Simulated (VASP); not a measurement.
# AlIn2AsP2 (an interface model) in VASP: settings compared

AlIn2AsP2 (an interface model) is run at these levels: PBEsol, PBEsol+D4; tasks: single point.

Program: VASP 6.6.1. These are calculated values, not measurements. Logs are shortened: lines on timing, memory, paths and dates and some standing lists are left out, and cuts for length are marked.

### Step 1. The cell of the first run

The cell holds layers of an interface, 12 atoms: a = 4.012 Å, b = 4.012 Å, c = 20.480 Å, α = 90.00°, β = 90.00°, γ = 120.00°.

### Step 2. Single point, PBEsol

Contents of INCAR:

```
SYSTEM = AlIn2AsP2
PREC = Accurate
ENCUT = 520
EDIFF = 1E-6
ISMEAR = -1
SIGMA = 0.05
LREAL = .FALSE.
LASPH = .TRUE.
NELM = 100
ALGO = Normal
ISIF = 2
LWAVE = .FALSE.
LCHARG = .TRUE.
GGA = PS
LELF = .TRUE.
LVHAR = .TRUE.
NBANDS = 56
```

Contents of KPOINTS:

```
regular mesh
0
G
  4 4 1
  0 0 0
```

Contents of POSCAR:

```
AlIn2AsP2
1.0
    2.8370490000     -2.8370490000      0.0000000000
    0.0000000000      2.8370490000     -2.8370490000
   11.8239910000     11.8239910000     11.8239910000
In P Al As
4 4 2 2
Direct
    0.0257270000      0.0000260000      0.0051890000
    0.0594940000      0.0157020000      0.5041450000
    0.3155110000      0.6596100000      0.1670710000
    0.6584840000      0.3450560000      0.3391110000
    0.9778840000      0.9679990000      0.1246200000
    0.0272170000      0.0462820000      0.6350370000
    0.3282740000      0.6498040000      0.3044740000
    0.6687060000      0.3325530000      0.4635390000
    0.3506700000      0.6998510000      0.6720620000
    0.6574310000      0.3338110000      0.8409580000
    0.3245480000      0.6615580000      0.8053260000
    0.7049260000      0.3381260000      0.9600280000
```

Potentials or basis: VASP PAW PBE potentials, release 64 (In_d, P, Al, As).

Launch:

```console
$ cat potpaw_PBE.64/In_d/POTCAR potpaw_PBE.64/P/POTCAR potpaw_PBE.64/Al/POTCAR potpaw_PBE.64/As/POTCAR > POTCAR
$ mpirun -np 1 vasp_std > vasp.out
```

OUTCAR:

```text
SYSTEM = AlIn2AsP2
   PREC = Accurate
   ENCUT = 520
   EDIFF = 1E-6
   ISMEAR = -1
   LREAL = .FALSE.
   LASPH = .TRUE.
   NELM = 100
   ISIF = 2
   GGA = PS

 ion  position               nearest neighbor table
   1  0.026  0.000  0.005-   5 2.45  12 2.47  12 2.48  12 2.53   3 3.97
   2  0.059  0.016  0.504-   8 2.27   8 2.52   8 2.60   6 2.69   4 3.97
   3  0.316  0.660  0.167-   5 2.41   5 2.46   5 2.56   7 2.82   1 3.97
   4  0.658  0.345  0.339-   7 2.32   7 2.44   7 2.52   8 2.55   2 3.97
   5  0.978  0.968  0.125-   3 2.41   1 2.45   3 2.46   3 2.56
   6  0.027  0.046  0.635-   9 2.39   9 2.45   9 2.47   2 2.69
   7  0.328  0.650  0.304-   4 2.32   4 2.44   4 2.52   3 2.82
   8  0.669  0.333  0.464-   2 2.27   2 2.52   4 2.55   2 2.60
   9  0.351  0.700  0.672-   6 2.39   6 2.45   6 2.47  11 2.73
  10  0.657  0.334  0.841-  11 2.41  11 2.43  12 2.45  11 2.45
  11  0.325  0.662  0.805-  10 2.41  10 2.43  10 2.45   9 2.73
  12  0.705  0.338  0.960-  10 2.45   1 2.47   1 2.48   1 2.53

  LATTYP: Found a hexagonal cell.
 ALAT       =     4.0121931729
 C/A-ratio  =     5.1043786472

  Lattice vectors:

 A1 = (   2.8370490000,  -2.8370490000,   0.0000000000)
 A2 = (   0.0000000000,   2.8370490000,  -2.8370490000)
 A3 = (  11.8239910000,  11.8239910000,  11.8239910000)

Analysis of symmetry for initial positions (statically):
=====================================================================
 Subroutine PRICEL returns:
 Original cell was already a primitive cell.

 Routine SETGRP: Setting up the symmetry group for a
 hexagonal supercell.

 Subroutine GETGRP returns: Found  1 space group operations
 (whereof  1 operations were pure point group operations)
 out of a pool of 24 trial point group operations.

The static configuration has the point symmetry C_1 .

Analysis of symmetry for dynamics (positions and initial velocities):
=====================================================================
 Subroutine PRICEL returns:
 Original cell was already a primitive cell.

 Routine SETGRP: Setting up the symmetry group for a
 hexagonal supercell.

 Subroutine GETGRP returns: Found  1 space group operations
 (whereof  1 operations were pure point group operations)
 out of a pool of 24 trial point group operations.

The dynamic configuration has the point symmetry C_1 .

 Subroutine INISYM returns: Found  1 space group operations
 (whereof  1 operations are pure point group operations),
 and found     1 'primitive' translations

----------------------------------------------------------------------------------------

                                     Primitive cell

  volume of cell :     285.5085

  direct lattice vectors                    reciprocal lattice vectors
     2.837049000 -2.837049000  0.000000000     0.234985954 -0.117492977 -0.117492977
     0.000000000  2.837049000 -2.837049000     0.117492977  0.117492977 -0.234985954
    11.823991000 11.823991000 11.823991000     0.028191271  0.028191271  0.028191271

  length of vectors
     4.012193173  4.012193173 20.479753160     0.287797842  0.287797842  0.048828714

  position of ions in fractional coordinates (direct lattice)
     0.025727000  0.000026000  0.005189000
     0.059494000  0.015702000  0.504145000
     0.315511000  0.659610000  0.167071000
     0.658484000  0.345056000  0.339111000
     0.977884000  0.967999000  0.124620000
     0.027217000  0.046282000  0.635037000
     0.328274000  0.649804000  0.304474000
     0.668706000  0.332553000  0.463539000
     0.350670000  0.699851000  0.672062000
     0.657431000  0.333811000  0.840958000
     0.324548000  0.661558000  0.805326000
     0.704926000  0.338126000  0.960028000

  ion indices of the primitive-cell ions
   primitive index   ion index
                 1           1
                 2           2
                 3           3
                 4           4
                 5           5
                 6           6
                 7           7
                 8           8
                 9           9
                10          10
                11          11
                12          12

----------------------------------------------------------------------------------------

 KPOINTS: regular mesh

Automatic generation of k-mesh.
 Grid dimensions read from file:
 generate k-points for:    4    4    1

 Generating k-lattice:

  Cartesian coordinates                     Fractional coordinates (reciprocal lattice)
     0.058746489 -0.029373244 -0.029373244     0.250000000  0.000000000  0.000000000
     0.029373244  0.029373244 -0.058746489     0.000000000  0.250000000  0.000000000
     0.028191271  0.028191271  0.028191271     0.000000000  0.000000000  1.000000000

  Length of vectors
     0.071949461  0.071949461  0.048828714

  Shift w.r.t. Gamma in fractional coordinates (k-lattice)
     0.000000000  0.000000000  0.000000000

 Subroutine IBZKPT returns following result:
 ===========================================

 Found     10 irreducible k-points:

 Following reciprocal coordinates:
            Coordinates               Weight
  0.000000  0.000000  0.000000      1.000000
  0.250000  0.000000  0.000000      2.000000
  0.000000  0.250000  0.000000      2.000000
 -0.250000  0.250000  0.000000      2.000000
  0.500000  0.000000  0.000000      1.000000
  0.000000  0.500000  0.000000      1.000000
  0.500000  0.500000  0.000000      1.000000
  0.250000  0.250000  0.000000      2.000000
 -0.250000  0.500000  0.000000      2.000000
  0.500000  0.250000  0.000000      2.000000
   k-points           NKPTS =     10   k-points in BZ     NKDIM =     10   number of bands    NBANDS=     56
   number of dos      NEDOS =    301   number of ions     NIONS =     12
   total plane-waves  NPLWV = 144000
   dimension x,y,z NGX =    30 NGY =   30 NGZ =  160
   dimension x,y,z NGXF=    60 NGYF=   60 NGZF=  320
   ions per type =               4   4   2   2
   NGX,Y,Z   is equivalent  to a cutoff of  12.43, 12.43, 12.99 a.u.
   NGXF,Y,Z  is equivalent  to a cutoff of  24.86, 24.86, 25.98 a.u.
 SYSTEM =  AlIn2AsP2
   PREC   = accura    normal or accurate (medium, high low for compatibility)
   ISTART =      0    job   : 0-new  1-cont  2-samecut
   ICHARG =      2    charge: 1-file 2-atom 10-const
   ISPIN  =      1    spin polarized calculation?
   LNONCOLLINEAR =      F non collinear calculations
   LSORBIT =      F    spin-orbit coupling
   LASPH  =      T    aspherical Exc in radial PAW
   ENCUT  =  520.0 eV  38.22 Ry    6.18 a.u.   7.46  7.46 38.08*2*pi/ulx,y,z
   NELM   =    100;   NELMIN=  2; NELMDL= -5     # of ELM steps
   EDIFF  = 0.1E-05   stopping-criterion for ELM
   LREAL  =      F    real-space projection
   EDIFFG = 0.1E-04   stopping-criterion for IOM
   NSW    =      0    number of steps for IOM
   IBRION =     -1    ionic relax: 0-MD 1-quasi-New 2-CG
   NFREE  =      0    steps in history (QN), initial steepest desc. (CG)
   ISIF   =      2    stress and relaxation
   ISYM   =      2    0-nonsym 1-usesym 2-fastsym
   POTIM  = 0.5000    time-step for ionic-motion
   TEBEG  =    0.0;   TEEND  =   0.0 temperature during run
   PSTRESS=    0.0 pullay stress
   NELECT =      88.0000    total number of electrons
   NUPDOWN=      -1.0000    fix difference up-down
   EMIN   =  10.00;   EMAX   =-10.00  energy-range for DOS
   EFERMI =   0.00;   METHOD = LEGACY
   ISMEAR =    -1;   SIGMA  =   0.05  broadening in eV -4-tet -1-fermi 0-gaus
   EFERMI_NEDOS =   21; number of points for ismear=-14 and -15
   IALGO  =     38    algorithm
   IMIX   =      4    mixing-type and parameters
     AMIX     =   0.40;   BMIX     =  1.00
     AMIX_MAG =   1.60;   BMIX_MAG =  1.00
  volume/ion in A,a.u.               =      23.79       160.56
  Fermi-wavevector in a.u.,A,eV,Ry     =   1.105850  2.089753 16.638609  1.222903
  Thomas-Fermi vector in A             =   2.242342
   LORBIT       =      0    0 simple, 1 ext, 2 COOP (PROOUT), +10 PAW based schemes
   GGA     = PS    functional components
   LHFCALC =     F    Hartree Fock is set to
   AEXX    =    0.0000 exact exchange contribution
   IVDW    =     0    specifies the selected vdW correction
   LEPSILON=     F    determine dielectric tensor
   LRPA    =     F    only Hartree local field effects (RPA)
 non-spin polarized calculation
  energy-cutoff  :      520.00
  volume of cell :      285.51
 maximum number of plane-waves:      7723
 NGX is ok and might be reduce to    30
   NGX = 15   NGY = 15   NGZ = 77

 number of electron      88.0000019 magnetization

 Free energy of the ion-electron system (eV)
  ---------------------------------------------------
  ext. energy  EPLUGINS =         0.00000000
  ---------------------------------------------------
  free energy    TOTEN  =       -55.04284327 eV

  energy without entropy =      -55.04273750  energy(sigma->0) =      -55.04279038

 E-fermi :   5.6581     XC(G=0):  -9.4769

 val. band max:        5.3106892461   @ k =   0.0000   0.0000   0.0000
 cond. band min:       6.0010799504   @ k =   0.0000   0.0000   0.0000
 fundamental gap:      0.6903907043
 Fermi energy:         5.6580992989

 k-point     1 :       0.0000    0.0000    0.0000
  band No.  band energies     occupation
      1      -9.5589      2.00000
      2      -9.5171      2.00000
      3      -9.4802      2.00000
      4      -9.4603      2.00000
      5      -9.4165      2.00000
      6      -9.3858      2.00000
[... 48 lines left out ...]
     55       9.2658      0.00000
     56       9.3588      0.00000

 k-point     2 :       0.2500    0.0000    0.0000
  band No.  band energies     occupation
      1      -9.6079      2.00000
      2      -9.5869      2.00000
      3      -9.5290      2.00000
      4      -9.4194      2.00000
      5      -9.4074      2.00000
      6      -9.3616      2.00000
[... 465 lines left out ...]
  band No.  band energies     occupation
      1      -9.6649      2.00000
      2      -9.6025      2.00000
      3      -9.5787      2.00000
      4      -9.4596      2.00000
      5      -9.3798      2.00000
      6      -9.3216      2.00000
[... 48 lines left out ...]
     55      10.0822      0.00000
     56      10.1758      0.00000

------------------------ aborting loop because EDIFF is reached ----------------------------------------

  FORCE on cell =-STRESS in cart. coord.  units (eV):
  Direction    XX          YY          ZZ          XY          YZ          ZX
  --------------------------------------------------------------------------------------
  -------------------------------------------------------------------------------------
  Total        7.2618346      7.5236749      7.2774938     -7.4548155     -3.2945151     -3.8880879
  in kB       40.7509671     42.2203261     40.8388410    -41.8339108    -18.4877077    -21.8186380
  external PRESSURE =      41.2700447 kB  Pullay stress =       0.0000000 kB

 VOLUME and BASIS-vectors are now :
 -----------------------------------------------------------------------------
  energy-cutoff  :      520.00
  volume of cell :      285.51
      direct lattice vectors                 reciprocal lattice vectors
     2.837049000 -2.837049000  0.000000000     0.234985954 -0.117492977 -0.117492977
     0.000000000  2.837049000 -2.837049000     0.117492977  0.117492977 -0.234985954
    11.823991000 11.823991000 11.823991000     0.028191271  0.028191271  0.028191271

 POSITION                                       TOTAL-FORCE (eV/Angst)
 -----------------------------------------------------------------------------------
      0.13434     -0.01156      0.06128         0.393566     -0.253508     -0.126963
      6.12979      5.83677      5.91646        -1.355494      2.134811      1.654340
      2.87057      2.95167      0.10410         0.721124      0.143990      1.400418
      5.87780      3.12043      3.03070         0.810275     -0.742481      1.428972
      4.24781      1.44546     -1.27275         0.385557      0.895380     -0.340432
      7.58589      7.56276      7.37737        -0.238916     -0.228527      0.327081
      4.53143      4.51229      1.75657        -1.531193      0.092134     -2.158878
      7.37803      4.52720      4.53741         1.780089     -1.609281     -1.262035
      8.94132      8.93710      5.96094         0.497786      0.389237      0.109881
     11.80864      9.02535      8.99644         0.098621     -0.186087      0.216380
     10.44293     10.47828      7.64529        -0.692391     -0.544708     -0.983968
     13.35127     10.31073     10.39208        -0.869027     -0.090960     -0.264795
 -----------------------------------------------------------------------------------
    total drift:                                0.000620      0.000583      0.001331

  FREE ENERGIE OF THE ION-ELECTRON SYSTEM (eV)
  ---------------------------------------------------
  free  energy   TOTEN  =       -55.0428432652 eV

  energy  without entropy=      -55.0427374967  energy(sigma->0) =      -55.04279038
```

It took 3.7 min on 1 thread of Intel Xeon Platinum 8488C (Sapphire Rapids), shared host; peak memory 0.43 GiB.

What came out:

- Free energy: -55.0428 eV
- Pressure: 4.1 GPa
- Largest force: 3.022 eV/Å
- Band gap on the k mesh: 0.69 eV

Forces on the atoms (eV/Å):
```
In   0.394 -0.254 -0.127
In  -1.355  2.135  1.654
In   0.721  0.144  1.400
In   0.810 -0.742  1.429
P    0.386  0.895 -0.340
P   -0.239 -0.229  0.327
P   -1.531  0.092 -2.159
P    1.780 -1.609 -1.262
Al   0.498  0.389  0.110
Al   0.099 -0.186  0.216
As  -0.692 -0.545 -0.984
As  -0.869 -0.091 -0.265
```

Caveat: the k points lie up to 0.45 Å⁻¹ apart; the PAW data sets were made with another functional, which shifts forces and pressure a little; spin-orbit coupling is left out, which moves the levels of the heavy elements.

(Part 1 of 2 ends here.)
